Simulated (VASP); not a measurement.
# SnO2 (I4_1/amd) in VASP: a series of runs

The runs below take SnO2 through relaxation of cell and atoms, with LDA.

Everything below comes from runs of VASP 6.6.1. Logs are shortened: lines on timing, memory, paths and dates and some standing lists are left out, and cuts for length are marked.

### Step 1. The cell of the first run

It takes space group I4_1/amd (No. 141, tetragonal). Conventional cell: a = 4.000 Å, b = 4.000 Å, c = 10.247 Å, α = 90.00°, β = 90.00°, γ = 90.00°. Sn (site symmetry -4m2) has 6 O at 2.06 to 2.09 Å within 2.7 Å. O (site symmetry 2mm) has 3 Sn at 2.06 to 2.09 Å and 2 O at 2.57 Å within 2.7 Å.

### Step 2. Relaxation of cell and atoms, LDA

INCAR

```
ALGO = Normal
EDIFF = 1E-7
EDIFFG = -0.01
ENCUT = 600
GGA_COMPAT = F
IBRION = 2
ISIF = 3
ISMEAR = 0
LASPH = T
LCHARG = F
LREAL = F
LWAVE = F
NELM = 120
NELMIN = 4
NSW = 80
PREC = Accurate
SIGMA = 0.01
```

KPOINTS

```
k-points
0
Gamma
  8 8 8
```

POSCAR

```
SnO2
1.0
   -2.0000685000      2.0000685000      5.1236790000
    2.0000685000     -2.0000685000      5.1236790000
    2.0000685000      2.0000685000     -5.1236790000
Sn O
2 4
Direct
    0.7500000000      0.2500000000      0.5000000000
    0.0000000000      1.0000000000      0.0000000000
    0.7965230000      0.7965230000      0.0000000000
    0.2034770000      0.2034770000      0.0000000000
   -0.0465230000      0.4534770000      0.5000000000
    0.5465230000      1.0465230000      0.5000000000
```

Potentials or basis: VASP PAW LDA potentials, release 64 (Sn_d, O).

On the command line:

```console
cat potpaw_LDA.64/Sn_d/POTCAR potpaw_LDA.64/O/POTCAR > POTCAR
mpirun -np 1 vasp_std > vasp.out
```

OUTCAR:

```text
EDIFF = 1E-7
   EDIFFG = -0.01
   ENCUT = 600
   IBRION = 2
   ISIF = 3
   ISMEAR = 0
   LASPH = T
   LREAL = F
   NELM = 120
   NELMIN = 4
   NSW = 80
   PREC = Accurate

 ion  position               nearest neighbor table
   1  0.750  0.250  0.500-   3 2.06   4 2.06   3 2.06   4 2.06   5 2.09   6 2.09   2 3.25   2 3.25
                             2 3.25   2 3.25
   2  0.000  0.000  0.000-   6 2.06   5 2.06   6 2.06   5 2.06   4 2.09   3 2.09   1 3.25   1 3.25
                             1 3.25   1 3.25
   3  0.797  0.797  0.000-   1 2.06   1 2.06   2 2.09
   4  0.203  0.203  0.000-   1 2.06   1 2.06   2 2.09
   5  0.953  0.453  0.500-   2 2.06   2 2.06   1 2.09
   6  0.547  0.047  0.500-   2 2.06   2 2.06   1 2.09

  LATTYP: Found a body centered tetragonal cell.
 ALAT       =     4.0001370000
 C/A-ratio  =     2.5617517600

  Lattice vectors:

 A1 = (  -2.0000685000,   2.0000685000,   5.1236790000)
 A2 = (   2.0000685000,  -2.0000685000,   5.1236790000)
 A3 = (   2.0000685000,   2.0000685000,  -5.1236790000)

Analysis of symmetry for initial positions (statically):
=====================================================================
 Subroutine PRICEL returns:
 Original cell was already a primitive cell.

 Routine SETGRP: Setting up the symmetry group for a
 body centered tetragonal supercell.

 Subroutine GETGRP returns: Found 16 space group operations
 (whereof  8 operations were pure point group operations)
 out of a pool of 16 trial point group operations.

The static configuration has the point symmetry D_2d.
 The point group associated with its full space group is D_4h.

Analysis of symmetry for dynamics (positions and initial velocities):
=====================================================================
 Subroutine PRICEL returns:
 Original cell was already a primitive cell.

 Routine SETGRP: Setting up the symmetry group for a
 body centered tetragonal supercell.

 Subroutine GETGRP returns: Found 16 space group operations
 (whereof  8 operations were pure point group operations)
 out of a pool of 16 trial point group operations.

The dynamic configuration has the point symmetry D_2d.
 The point group associated with its full space group is D_4h.

 Subroutine INISYM returns: Found 16 space group operations
 (whereof  8 operations are pure point group operations),
 and found     1 'primitive' translations

----------------------------------------------------------------------------------------

                                     Primitive cell

  volume of cell :      81.9845

  direct lattice vectors                    reciprocal lattice vectors
    -2.000068500  2.000068500  5.123679000     0.000000000  0.249991438  0.097586129
[... 102 lines left out ...]
   POTIM  = 0.5000    time-step for ionic-motion
   TEBEG  =    0.0;   TEEND  =   0.0 temperature during run
   PSTRESS=    0.0 pullay stress
   NELECT =      52.0000    total number of electrons
   NUPDOWN=      -1.0000    fix difference up-down
   EMIN   =  10.00;   EMAX   =-10.00  energy-range for DOS
   EFERMI =   0.00;   METHOD = LEGACY
   ISMEAR =     0;   SIGMA  =   0.01  broadening in eV -4-tet -1-fermi 0-gaus
   EFERMI_NEDOS =   21; number of points for ismear=-14 and -15
   IALGO  =     38    algorithm
   IMIX   =      4    mixing-type and parameters
     AMIX     =   0.40;   BMIX     =  1.00
     AMIX_MAG =   1.60;   BMIX_MAG =  1.00
  volume/ion in A,a.u.               =      13.66        92.21
  Fermi-wavevector in a.u.,A,eV,Ry     =   1.406583  2.658057 26.918801  1.978476
  Thomas-Fermi vector in A             =   2.528929
   LORBIT       =      0    0 simple, 1 ext, 2 COOP (PROOUT), +10 PAW based schemes
   GGA     = CA    functional components
   LHFCALC =     F    Hartree Fock is set to
   AEXX    =    0.0000 exact exchange contribution
   IVDW    =     0    specifies the selected vdW correction
   LEPSILON=     F    determine dielectric tensor
   LRPA    =     F    only Hartree local field effects (RPA)
 conjugate gradient relaxation of ions
 non-spin polarized calculation
 Gauss-broadening in eV      SIGMA  =   0.01
  energy-cutoff  :      600.00
  volume of cell :       81.98
 maximum number of plane-waves:      2770
   NGX = 23   NGY = 23   NGZ = 23

--------------------------------------- Ionic step        1  -------------------------------------------

 number of electron      52.0000007 magnetization

 Free energy of the ion-electron system (eV)
  ---------------------------------------------------
  ext. energy  EPLUGINS =         0.00000000
  ---------------------------------------------------
  free energy    TOTEN  =       -41.73480363 eV

  energy without entropy =      -41.73480363  energy(sigma->0) =      -41.73480363

------------------------ aborting loop because EDIFF is reached ----------------------------------------

  FORCE on cell =-STRESS in cart. coord.  units (eV):
  Direction    XX          YY          ZZ          XY          YZ          ZX
  --------------------------------------------------------------------------------------
  -------------------------------------------------------------------------------------
  Total       -1.4904714     -1.4904714     -1.9732207      0.0000000      0.0000000      0.0000000
  in kB      -29.1274571    -29.1274571    -38.5615613      0.0000000      0.0000000      0.0000000
  external PRESSURE =     -32.2721585 kB  Pullay stress =       0.0000000 kB
[... 147 lines left out ...]
--------------------------------------- Ionic step        5  -------------------------------------------

 number of electron      52.0000005 magnetization

 Free energy of the ion-electron system (eV)
  ---------------------------------------------------
  ext. energy  EPLUGINS =         0.00000000
  ---------------------------------------------------
  free energy    TOTEN  =       -41.75015821 eV

  energy without entropy =      -41.75015821  energy(sigma->0) =      -41.75015821

 E-fermi :   4.0614     XC(G=0): -10.9544

 val. band max:        3.9210121658   @ k =   0.2500   0.2500   0.2500
 cond. band min:       5.6432631910   @ k =   0.0000   0.0000   0.0000
 fundamental gap:      1.7222510252
 Fermi energy:         4.0613562936

 k-point     1 :       0.0000    0.0000    0.0000
  band No.  band energies     occupation
      1     -16.3792      2.00000
      2     -16.3583      2.00000
      3     -16.2141      2.00000
      4     -15.6467      2.00000
      5     -15.5262      2.00000
      6     -15.5262      2.00000
[... 805 lines left out ...]
     30      12.1775      0.00000
     31      13.2446      0.00000

 [... further k-points ...]
[... 5 lines left out ...]
  --------------------------------------------------------------------------------------
  -------------------------------------------------------------------------------------
  Total        0.0130852      0.0130852      0.0440032      0.0000000      0.0000000      0.0000000
  in kB        0.2602472      0.2602472      0.8751669      0.0000000      0.0000000      0.0000000
  external PRESSURE =       0.4652204 kB  Pullay stress =       0.0000000 kB
[... 21 lines left out ...]
  FREE ENERGIE OF THE ION-ELECTRON SYSTEM (eV)
  ---------------------------------------------------
  free  energy   TOTEN  =       -41.7501582067 eV

  energy  without entropy=      -41.7501582067  energy(sigma->0) =      -41.75015821

 reached required accuracy - stopping structural energy minimisation
```

CONTCAR:

```text
SnO2
   1.00000000000000
    -1.9884762689705595    1.9884762689705595    5.0933501614839694
     1.9884762689705595   -1.9884762689705595    5.0933501614839694
     1.9884762689705595    1.9884762689705595   -5.0933501614839694
  Sn              O
     2     4
Direct
     0.7500000000000000    0.2500000000000000    0.5000000000000000
     0.0000000000000000    0.0000000000000000    0.0000000000000000
     0.7967921866437649    0.7967921866437649    0.0000000000000000
     0.2032078133562351    0.2032078133562351    0.0000000000000000
     0.9532078133562351    0.4532078133562351    0.5000000000000000
     0.5467921866437649    0.0467921866437649    0.5000000000000000

  0.00000000E+00  0.00000000E+00  0.00000000E+00
  0.00000000E+00  0.00000000E+00  0.00000000E+00
  0.00000000E+00  0.00000000E+00  0.00000000E+00
  0.00000000E+00  0.00000000E+00  0.00000000E+00
  0.00000000E+00  0.00000000E+00  0.00000000E+00
  0.00000000E+00  0.00000000E+00  0.00000000E+00
```

Run time: 12 min. Hardware: 1 thread of AMD EPYC 9R45 (Zen 5), shared host; peak memory 0.33 GiB.

What came out:

| Quantity | Value |
| --- | --- |
| Free energy | -41.7502 eV |
| Relaxed volume | 13.43 Å³/atom |
| Relaxed cell | a = 5.818 Å, b = 5.818 Å, c = 5.818 Å, α = 140.03°, β = 140.03°, γ = 57.81° |
| Space group after relaxing (to 0.1 Å) | I4_1/amd (No. 141) |
| Energy gained by relaxing | 2.6 meV/atom |
| Ionic steps | 5 |
| Pressure after relaxing | 0.0 GPa |
| Largest force after relaxing | 0.008 eV/Å |
| Band gap on the k mesh | 1.72 eV (least direct gap 2.12 eV) |

Forces on the atoms (eV/Å):
```
Sn   0.000  0.000  0.000
Sn   0.000  0.000  0.000
O    0.000  0.000  0.008
O    0.000  0.000 -0.008
O    0.000  0.000 -0.008
O    0.000  0.000  0.008
```

The path:
```csv
step,energy change (eV),largest force (eV/Å),pressure (GPa),volume (Å³)
1,0.0000,0.1594,-3.23,81.98
2,0.0159,0.2768,4.87,78.76
3,-0.0152,0.0093,-0.06,80.63
4,-0.0152,0.0129,0.00,80.61
5,-0.0154,0.0083,0.05,80.56
```

Final structure:
```yaml
crystal:
  lattice:
    - [-1.98848, 1.98848, 5.09335]
    - [1.98848, -1.98848, 5.09335]
    - [1.98848, 1.98848, -5.09335]
  atoms:
    - { symbol: Sn, position: [0.75000, 0.25000, 0.50000] }
    - { symbol: Sn, position: [0.00000, 0.00000, 0.00000] }
    - { symbol: O, position: [0.79679, 0.79679, 0.00000] }
    - { symbol: O, position: [0.20321, 0.20321, 0.00000] }
    - { symbol: O, position: [0.95321, 0.45321, 0.50000] }
    - { symbol: O, position: [0.54679, 0.04679, 0.50000] }
```

Levels at points of the mesh, in eV from the valence-band top:
```csv
k point,band 23,band 24,band 25,band 26,band 27,band 28,band 29,band 30
"(0.00, 0.00, 0.00)",-0.69,-0.69,-0.40,-0.40,1.72,5.63,9.09,9.68
"(0.50, 0.00, 0.00)",-0.80,-0.78,-0.59,-0.39,5.03,6.24,7.84,8.56
"(0.50, 0.50, 0.00)",-0.82,-0.82,-0.05,-0.05,7.37,7.37,7.61,7.61
"(0.50, 0.50, 0.50)",-1.05,-1.05,-0.29,-0.29,4.35,4.35,7.44,7.44
```

Caveat: spin-orbit coupling is left out, which moves the levels of the heavy elements. A k mesh can miss the band edges.

### Step 3. Relaxation of cell and atoms, LDA, target pressure 2 GPa, at which the enthalpy is minimised

INCAR

```
SYSTEM = SnO2
  PREC = Accurate
  ENCUT = 600
  EDIFF = 1E-7
  ISMEAR = 0
  SIGMA = 0.01
  LREAL = .FALSE.
  LASPH = .TRUE.
  NELM = 120
  ALGO = Normal
  ISIF = 3
  LWAVE = .FALSE.
  LCHARG = .FALSE.
  GGA = CA
  IBRION = 2
  NSW = 80
  EDIFFG = -0.01
  PSTRESS = 20.0
  GGA_COMPAT = .FALSE.
  NELMIN = 4
```

KPOINTS

```
Automatic mesh
0
G
  8 8 8
  0 0 0
```

POSCAR is that of step 2.

Potentials or basis: VASP PAW LDA potentials, release 64 (Sn_d, O).

On the command line:

```console
cat potpaw_LDA.64/Sn_d/POTCAR potpaw_LDA.64/O/POTCAR > POTCAR
mpirun -np 1 vasp_std > vasp.out
```

Wall time 16 min (1 thread of AMD EPYC 9R45 (Zen 5), shared host); peak memory 0.33 GiB.

It converged, with:

| Item | Value |
| --- | --- |
| Free energy | -41.7447 eV |
| Relaxed volume | 13.28 Å³/atom |
| Relaxed cell | a = 5.796 Å, b = 5.796 Å, c = 5.796 Å, α = 140.02°, β = 140.02°, γ = 57.82° |
| Space group after relaxing (to 0.1 Å) | I4_1/amd (No. 141) |
| Energy change on relaxing (the run minimises the enthalpy) | -1.6 meV/atom |
| Ionic steps | 9 |
| Pressure after relaxing | 2.0 GPa |
| Largest force after relaxing | 0.004 eV/Å |
| Band gap on the k mesh | 1.82 eV (least direct gap 2.24 eV) |

Forces on the atoms (eV/Å):
```
Sn   0.000  0.000  0.000
Sn   0.000  0.000  0.000
O    0.000  0.000 -0.004
O    0.000  0.000  0.004
O    0.000  0.000  0.004
O    0.000  0.000 -0.004
```

Stress tensor (GPa, compression positive):
```
1.98 0.00 0.00
0.00 1.98 0.00
0.00 0.00 1.91
```

Step by step:
```csv
step,energy change (eV),largest force (eV/Å),pressure (GPa),volume (Å³)
1,0.0000,0.1594,-3.23,81.98
2,0.1087,0.4692,10.43,76.81
3,-0.0109,0.0736,1.84,79.83
4,-0.0104,0.0787,1.93,79.79
5,-0.0093,0.0025,2.05,79.64
6,-0.0096,0.0123,2.03,79.66
7,-0.0099,0.0073,1.96,79.68
8,-0.0101,0.0024,1.90,79.70
9,-0.0099,0.0040,1.96,79.68
```

Final structure:
```
CELL_PARAMETERS angstrom
-1.98138 1.98138 5.07414
1.98138 -1.98138 5.07414
1.98138 1.98138 -5.07414
ATOMIC_POSITIONS crystal
Sn 0.75000 0.25000 0.50000
Sn 0.00000 0.00000 0.00000
O 0.79641 0.79641 0.00000
O 0.20359 0.20359 0.00000
O 0.95359 0.45359 0.50000
O 0.54641 0.04641 0.50000
```

Levels at points of the mesh, in eV from the valence-band top:
```tsv
k point	band 23	band 24	band 25	band 26	band 27	band 28	band 29	band 30
(0.00, 0.00, 0.00)	-0.70	-0.70	-0.42	-0.42	1.82	5.72	9.14	9.74
(0.50, 0.00, 0.00)	-0.81	-0.79	-0.61	-0.39	5.15	6.34	7.90	8.63
(0.50, 0.50, 0.00)	-0.83	-0.83	-0.05	-0.05	7.50	7.50	7.67	7.67
(0.50, 0.50, 0.50)	-1.06	-1.06	-0.31	-0.31	4.44	4.44	7.47	7.47
```

Caveat: the cell is relaxed towards a set pressure, so the run minimises the enthalpy, not the energy; spin-orbit coupling is left out, which moves the levels of the heavy elements.
